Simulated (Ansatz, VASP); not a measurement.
## Two plane-wave programs on Bi2Te3

INCAR

```
PREC     = Accurate       # precision mode
ENCUT    = 520            # plane-wave cutoff, eV
EDIFF    = 1E-6           # SCF threshold, eV
ISMEAR   = 1              # smearing method
SIGMA    = 0.0793         # smearing width, eV
LREAL    = False          # projectors in reciprocal space
LASPH    = True           # aspherical terms in the spheres
NELM     = 60             # most SCF steps
ALGO     = Normal         # electronic algorithm
ISIF     = 2              # what is computed and relaxed
LWAVE    = False          # write WAVECAR
LCHARG   = False          # write CHGCAR
GGA      = PE             # functional
NBANDS   = 32             # bands
```

Contents of KPOINTS:

```
Automatic mesh
0
Gamma
  8 8 8
```

Contents of POSCAR:

```
Bi2Te3
1.0
    2.2248063976      1.2844925725     10.6494745158
   -2.2248063976      1.2844925725     10.6494745158
    0.0000000000     -2.5689851451     10.6494745158
Bi Te
2 3
Direct
    0.3976135335      0.3976135335      0.3976135335
    0.6023864665      0.6023864665      0.6023864665
    0.0000000000      0.0000000000      0.0000000000
    0.2152308500      0.2152308500      0.2152308500
    0.7847691500      0.7847691500      0.7847691500
```

Input for Ansatz:

```yaml
crystal:
  lattice:
    - [2.224806397586, 1.284492572525, 10.6494745158]
    - [-2.224806397586, 1.284492572525, 10.6494745158]
    - [0.0, -2.568985145099, 10.6494745158]
  atoms:
    - { symbol: Bi, position: [0.3976135335, 0.3976135335, 0.3976135335] }
    - { symbol: Bi, position: [0.6023864665, 0.6023864665, 0.6023864665] }
    - { symbol: Te, position: [0.0, 0.0, 0.0] }
    - { symbol: Te, position: [0.21523085, 0.21523085, 0.21523085] }
    - { symbol: Te, position: [0.78476915, 0.78476915, 0.78476915] }
basis:
  ecutwfc: 420
  ecutrho_ratio: 4
kpoints:
  mp_grid: { grid: [8, 8, 8] }
hamiltonian:
  xc: pbe
scf:
  occupations: { method: cold, width: 0.1 }
output:
  forces: true
  stress: true
  write_density: true
  write_potential: true
  elf: true
  volumetric_format: npy
```

Alike in both runs: task single point; functional PBE; k mesh 8 × 8 × 8; no spin polarisation.

|  | VASP | Ansatz |
| --- | --- | --- |
| version | VASP 6.6.1 | Ansatz 0.2.0 |
| potentials or method | VASP PAW PBE potentials, release 64 (Bi_d, Te), cutoff 520 eV | scalar-relativistic, plane waves, PAW |
| occupations | methfessel-paxton of order 1, width 0.0793 eV | cold, width 0.1 eV |
| valence electrons in the cell | 48 | 78 |

```csv
,VASP,Ansatz,Ansatz less VASP
gap on the k mesh at the Fermi level (eV),0.49,0.50,+0.008
pressure (GPa),0.0,0.0,+0.01
rms of the force components (eV/Å),0.004,0.001,-0.0021
```

Atom by atom the forces differ by 0.005 eV/Å (rms over components). VASP's potentials hold 48 valence electrons a cell and Ansatz's 78, so a difference there can come from the potentials and not from the codes.

Neither program's run includes spin-orbit coupling.
